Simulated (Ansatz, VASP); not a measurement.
One calculation of In, two programs

```
CELL_PARAMETERS angstrom
0.00000 2.39539 2.39539
2.39539 0.00000 2.39539
2.39539 2.39539 0.00000
ATOMIC_POSITIONS crystal
In 0.00000 0.00000 0.00000
```

Alike in both runs: task single point; functional PBE; k mesh 8 × 8 × 8; occupations gaussian, width 0.05 eV; no spin polarisation.

|  | VASP | Ansatz |
| --- | --- | --- |
| version | VASP 6.6.1 | Ansatz 0.2.0 |
| potentials or method | VASP PAW PBE potentials, release 64 (In_d), cutoff 500 eV | scalar-relativistic, plane waves, PAW |
| valence electrons in the cell | 13 | 13 |

```csv
,VASP,Ansatz,Ansatz less VASP
gap on the k mesh at the Fermi level (eV),none,none,-
pressure (GPa),0.0,0.0,+0.04
```

A gap of «none» marks a metal or a gap that the smearing closes.
